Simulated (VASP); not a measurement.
# Si in VASP: a series of runs

The runs below take Si through single point, with PBE.

All numbers are computed with VASP 6.6.1; they aren't measurements. Logs are shortened: lines on timing, memory, paths and dates and some standing lists are left out, and cuts for length are marked.

### Step 1. The cell of the first run

The cell holds a slab with vacuum, 2 atoms: a = 3.750 Å, b = 3.750 Å, c = 28.000 Å, α = 90.00°, β = 90.00°, γ = 120.00°.

### Step 2. Single point, PBE

Contents of INCAR:

```
PREC = Accurate
ENCUT = 520
EDIFF = 1E-7
ISMEAR = 0
SIGMA = 0.1
LREAL = False
LASPH = True
NELM = 100
ALGO = Normal
ISIF = 2
LWAVE = False
LCHARG = True
LDIPOL = True
IDIPOL = 3
DIPOL = 0.5 0.5 0.500
GGA = PE
LELF = True
LVHAR = True
LVACPOTAV = True
NBANDS = 11
```

Contents of KPOINTS:

```
regular mesh
0
Gamma
  15 15 1
```

Contents of POSCAR:

```
Si
1.0
    3.7500000000      0.0000000000      0.0000000000
   -1.8750000000      3.2475952642      0.0000000000
    0.0000000000      0.0000000000     28.0000000000
Si
2
Direct
    0.3333333333      0.6666666667      0.5000000000
    0.6666666667      0.3333333333      0.5000000000
```

Potentials or basis: VASP PAW PBE potentials, release 64 (Si).

On the command line:

```
$ cat potpaw_PBE.64/Si/POTCAR > POTCAR
$ mpirun -np 1 vasp_std > vasp.out
```

OUTCAR:

```text
PREC = Accurate
   ENCUT = 520
   EDIFF = 1E-7
   ISMEAR = 0
   LREAL = False
   LASPH = True
   NELM = 100
   ISIF = 2
   GGA = PE

 ion  position               nearest neighbor table
   1  0.333  0.667  0.500-   2 2.17   2 2.17   2 2.17
   2  0.667  0.333  0.500-   1 2.17   1 2.17   1 2.17

  LATTYP: Found a hexagonal cell.
 ALAT       =     3.7500000000
 C/A-ratio  =     7.4666666667

  Lattice vectors:

 A1 = (   3.7500000000,   0.0000000000,   0.0000000000)
 A2 = (  -1.8750000000,   3.2475952642,   0.0000000000)
 A3 = (   0.0000000000,   0.0000000000,  28.0000000000)

Analysis of symmetry for initial positions (statically):
=====================================================================
 Subroutine PRICEL returns:
 Original cell was already a primitive cell.

 Routine SETGRP: Setting up the symmetry group for a
 hexagonal supercell.

 Subroutine GETGRP returns: Found 24 space group operations
 (whereof 24 operations were pure point group operations)
 out of a pool of 24 trial point group operations.

The static configuration has the point symmetry D_6h.

Analysis of symmetry for dynamics (positions and initial velocities):
=====================================================================
 Subroutine PRICEL returns:
 Original cell was already a primitive cell.

 Routine SETGRP: Setting up the symmetry group for a
 hexagonal supercell.

 Subroutine GETGRP returns: Found 24 space group operations
 (whereof 24 operations were pure point group operations)
 out of a pool of 24 trial point group operations.

The dynamic configuration has the point symmetry D_6h.

 Subroutine INISYM returns: Found 24 space group operations
 (whereof 24 operations are pure point group operations),
 and found     1 'primitive' translations

----------------------------------------------------------------------------------------

                                     Primitive cell

  volume of cell :     340.9975

  direct lattice vectors                    reciprocal lattice vectors
     3.750000000  0.000000000  0.000000000     0.266666667  0.153960072  0.000000000
    -1.875000000  3.247595264  0.000000000     0.000000000  0.307920144  0.000000000
     0.000000000  0.000000000 28.000000000     0.000000000  0.000000000  0.035714286

  length of vectors
     3.750000000  3.750000000 28.000000000     0.307920144  0.307920144  0.035714286

  position of ions in fractional coordinates (direct lattice)
     0.333333333  0.666666667  0.500000000
     0.666666667  0.333333333  0.500000000

  ion indices of the primitive-cell ions
   primitive index   ion index
                 1           1
                 2           2

----------------------------------------------------------------------------------------

 KPOINTS: regular mesh

Automatic generation of k-mesh.
 Grid dimensions read from file:
 generate k-points for:   15   15    1

 Generating k-lattice:

  Cartesian coordinates                     Fractional coordinates (reciprocal lattice)
     0.017777778  0.010264005  0.000000000     0.066666667  0.000000000  0.000000000
     0.000000000  0.020528010  0.000000000     0.000000000  0.066666667  0.000000000
     0.000000000  0.000000000  0.035714286     0.000000000  0.000000000  1.000000000

  Length of vectors
     0.020528010  0.020528010  0.035714286

  Shift w.r.t. Gamma in fractional coordinates (k-lattice)
     0.000000000  0.000000000  0.000000000

 Subroutine IBZKPT returns following result:
 ===========================================

 Found     27 irreducible k-points:

 Following reciprocal coordinates:
            Coordinates               Weight
  0.000000  0.000000  0.000000      1.000000
  0.066667 -0.000000  0.000000      6.000000
  0.133333  0.000000  0.000000      6.000000
  0.200000 -0.000000  0.000000      6.000000
  0.266667  0.000000  0.000000      6.000000
  0.333333  0.000000  0.000000      6.000000
[... 16 lines left out ...]
  0.333333  0.200000  0.000000     12.000000
  0.400000  0.200000  0.000000      6.000000
 [... further k-points ...]
   k-points           NKPTS =     27   k-points in BZ     NKDIM =     27   number of bands    NBANDS=     11
   number of dos      NEDOS =    301   number of ions     NIONS =      2
   total plane-waves  NPLWV = 164640
   dimension x,y,z NGX =    28 NGY =   28 NGZ =  210
   dimension x,y,z NGXF=    56 NGYF=   56 NGZF=  420
   ions per type =               2
   NGX,Y,Z   is equivalent  to a cutoff of  12.41, 12.41, 12.47 a.u.
   NGXF,Y,Z  is equivalent  to a cutoff of  24.83, 24.83, 24.94 a.u.
 SYSTEM =  unknown system
   PREC   = accura    normal or accurate (medium, high low for compatibility)
   ISTART =      0    job   : 0-new  1-cont  2-samecut
   ICHARG =      2    charge: 1-file 2-atom 10-const
   ISPIN  =      1    spin polarized calculation?
   LNONCOLLINEAR =      F non collinear calculations
   LSORBIT =      F    spin-orbit coupling
   LASPH  =      T    aspherical Exc in radial PAW
   ENCUT  =  520.0 eV  38.22 Ry    6.18 a.u.   6.97  6.97 52.06*2*pi/ulx,y,z
   NELM   =    100;   NELMIN=  2; NELMDL= -5     # of ELM steps
   EDIFF  = 0.1E-06   stopping-criterion for ELM
   LREAL  =      F    real-space projection
   EDIFFG = 0.1E-05   stopping-criterion for IOM
   NSW    =      0    number of steps for IOM
   IBRION =     -1    ionic relax: 0-MD 1-quasi-New 2-CG
   NFREE  =      0    steps in history (QN), initial steepest desc. (CG)
   ISIF   =      2    stress and relaxation
   ISYM   =      2    0-nonsym 1-usesym 2-fastsym
   POTIM  = 0.5000    time-step for ionic-motion
   TEBEG  =    0.0;   TEEND  =   0.0 temperature during run
   PSTRESS=    0.0 pullay stress
   NELECT =       8.0000    total number of electrons
   NUPDOWN=      -1.0000    fix difference up-down
   EMIN   =  10.00;   EMAX   =-10.00  energy-range for DOS
   EFERMI =   0.00;   METHOD = LEGACY
   ISMEAR =     0;   SIGMA  =   0.10  broadening in eV -4-tet -1-fermi 0-gaus
   EFERMI_NEDOS =   21; number of points for ismear=-14 and -15
   IALGO  =     38    algorithm
   IMIX   =      4    mixing-type and parameters
     AMIX     =   0.40;   BMIX     =  1.00
     AMIX_MAG =   1.60;   BMIX_MAG =  1.00
  volume/ion in A,a.u.               =     170.50      1150.58
  Fermi-wavevector in a.u.,A,eV,Ry     =   0.468656  0.885632  2.988366  0.219639
  Thomas-Fermi vector in A             =   1.459759
   LORBIT       =      0    0 simple, 1 ext, 2 COOP (PROOUT), +10 PAW based schemes
   GGA     = PE    functional components
   LHFCALC =     F    Hartree Fock is set to
   AEXX    =    0.0000 exact exchange contribution
   IVDW    =     0    specifies the selected vdW correction
   LEPSILON=     F    determine dielectric tensor
   LRPA    =     F    only Hartree local field effects (RPA)
 non-spin polarized calculation
 Gauss-broadening in eV      SIGMA  =   0.10
  energy-cutoff  :      520.00
  volume of cell :      341.00
 maximum number of plane-waves:      9235
 NGX is ok and might be reduce to    28
   NGX = 13   NGY = 13   NGZ =105

 dipolmoment           0.000000      0.000000      0.000000 electrons x Angstroem

 number of electron       8.0000000 magnetization

 dipolmoment           0.000000      0.000000     -0.000000 electrons x Angstroem

 Free energy of the ion-electron system (eV)
  ---------------------------------------------------
  ext. energy  EPLUGINS =         0.00000000
  ---------------------------------------------------
  free energy    TOTEN  =        -9.36179789 eV

  energy without entropy =       -9.36079489  energy(sigma->0) =       -9.36129639

 E-fermi :  -3.2812     XC(G=0):  -1.5513

 val. band max:       -3.2812214661   @ k =   0.3333   0.3333   0.0000
 cond. band min:      -3.2812214626   @ k =   0.3333   0.3333   0.0000
 fundamental gap:      0.0000000035
 Fermi energy:        -3.2812214646

 k-point     1 :       0.0000    0.0000    0.0000
  band No.  band energies     occupation
      1     -15.1289      2.00000
      2      -6.6908      2.00000
      3      -4.9734      2.00000
      4      -4.9734      2.00000
      5      -0.7420      0.00000
      6      -0.5568      0.00000
      7      -0.5568      0.00000
      8      -0.3172      0.00000
      9       0.9866      0.00000
     10       1.2852      0.00000
     11       1.7191      0.00000

 k-point     2 :       0.0667   -0.0000    0.0000
  band No.  band energies     occupation
      1     -15.0731      2.00000
      2      -6.6366      2.00000
      3      -5.3632      2.00000
      4      -5.0745      2.00000
      5      -0.7286      0.00000
      6      -0.3463      0.00000
      7      -0.2908      0.00000
      8      -0.2544      0.00000
      9       1.0485      0.00000
     10       1.3485      0.00000
     11       1.7818      0.00000

 k-point     3 :       0.1333    0.0000    0.0000
  band No.  band energies     occupation
      1     -14.9064      2.00000
      2      -6.4745      2.00000
      3      -6.2508      2.00000
      4      -5.3262      2.00000
      5      -1.0429      0.00000
      6      -0.0721      0.00000
      7       0.2333      0.00000
      8       0.6521      0.00000
      9       1.2335      0.00000
     10       1.5385      0.00000
     11       1.9688      0.00000
[... 267 lines left out ...]
 k-point    23 :       0.3333    0.2000    0.0000
  band No.  band energies     occupation
      1     -12.6311      2.00000
      2     -10.7089      2.00000
      3      -7.8119      2.00000
      4      -4.2673      2.00000
      5      -2.3589      0.00000
      6       0.0246      0.00000
      7       1.4547      0.00000
      8       2.5286      0.00000
      9       2.8606      0.00000
     10       4.1065      0.00000
     11       4.3767      0.00000

 k-point    24 :       0.4000    0.2000    0.0000
  band No.  band energies     occupation
      1     -12.3091      2.00000
      2     -11.0921      2.00000
      3      -7.8923      2.00000
      4      -3.9627      2.00000
      5      -2.7227      0.00000
      6      -0.0143      0.00000
      7       1.3567      0.00000
      8       2.9737      0.00000
      9       3.3494      0.00000
     10       4.7379      0.00000
     11       4.8955      0.00000

 [... further k-points ...]

------------------------ aborting loop because EDIFF is reached ----------------------------------------

 vacuum level on the upper side and lower side of the slab       (xc-potential included)        -0.095        -0.095

  FORCE on cell =-STRESS in cart. coord.  units (eV):
  Direction    XX          YY          ZZ          XY          YZ          ZX
  --------------------------------------------------------------------------------------
  -------------------------------------------------------------------------------------
  Total        4.4109605      4.4109605     -0.0037694      0.0000000      0.0000000      0.0000000
  in kB       20.7249053     20.7249053     -0.0177105      0.0000000      0.0000000      0.0000000
  external PRESSURE =      13.8107001 kB  Pullay stress =       0.0000000 kB

 VOLUME and BASIS-vectors are now :
 -----------------------------------------------------------------------------
  energy-cutoff  :      520.00
  volume of cell :      341.00
      direct lattice vectors                 reciprocal lattice vectors
     3.750000000  0.000000000  0.000000000     0.266666667  0.153960072  0.000000000
    -1.875000000  3.247595264  0.000000000     0.000000000  0.307920144  0.000000000
     0.000000000  0.000000000 28.000000000     0.000000000  0.000000000  0.035714286

 POSITION                                       TOTAL-FORCE (eV/Angst)
 -----------------------------------------------------------------------------------
     -0.00000      2.16506     14.00000        -0.000000      0.000000      0.000000
      1.87500      1.08253     14.00000         0.000000     -0.000000      0.000000
 -----------------------------------------------------------------------------------
    total drift:                               -0.000000     -0.000000     -0.000000

  FREE ENERGIE OF THE ION-ELECTRON SYSTEM (eV)
  ---------------------------------------------------
  free  energy   TOTEN  =        -9.3617978890 eV

  energy  without entropy=       -9.3607948853  energy(sigma->0) =       -9.36129639

 vacuum level on the upper side and lower side of the slab         1.250         1.250
```

Run time: 3.8 min. Hardware: 1 thread of AMD EPYC 7R13 (Zen 3), shared host; peak memory 0.4 GiB.

What came out:

| Property | Result |
| --- | --- |
| Free energy | -9.3618 eV |
| Band gap on the k mesh | zero (filled and empty bands touch) |
| Work function of the upper face | 4.53 eV |
| Work function of the lower face | 4.53 eV |

### Step 3. Single point, PBE

This run uses another cell than the first one, of 187.93 Å³/atom, 1.102 times its volume.

Contents of INCAR:

```
SYSTEM = Si
  PREC = Accurate
  ENCUT = 520
  EDIFF = 1E-6
  ISMEAR = 0
  SIGMA = 0.1
  LREAL = .FALSE.
  LASPH = .TRUE.
  NELM = 60
  ALGO = Normal
  ISIF = 2
  LWAVE = .FALSE.
  LCHARG = .TRUE.
  LDIPOL = .TRUE.
  IDIPOL = 3
  DIPOL = 0.5 0.5 0.500
  GGA = PE
  LELF = .TRUE.
  LVHAR = .TRUE.
  LVACPOTAV = .TRUE.
  NBANDS = 11
```

Contents of KPOINTS:

```
regular mesh
0
G
  15 15 1
  0 0 0
```

Contents of POSCAR:

```
Si
1.0
    3.9370000000      0.0000000000      0.0000000000
   -1.9685000000      3.4095420147      0.0000000000
    0.0000000000      0.0000000000     28.0000000000
Si
2
Direct
    0.3333333333      0.6666666667      0.5000000000
    0.6666666667      0.3333333333      0.5000000000
```

Potentials or basis: VASP PAW PBE potentials, release 64 (Si).

On the command line:

```
$ cat potpaw_PBE.64/Si/POTCAR > POTCAR
$ mpirun -np 1 vasp_std > vasp.out
```

Wall time 1.8 min (1 thread of Intel Xeon 6975P-C (Granite Rapids), shared host); peak memory 0.46 GiB.

The run converged. Its results:

- Free energy: -9.5214 eV
- Band gap on the k mesh: zero (filled and empty bands touch)

Levels at points of the mesh, in eV from the Fermi level:
```
           k point  band 1  band 2  band 3  band 4  band 5  band 6  band 7  band 8  band 9
(0.00, 0.00, 0.00)  -11.27   -3.01   -1.84   -1.84    1.05    2.51    2.51    3.13    4.35
```
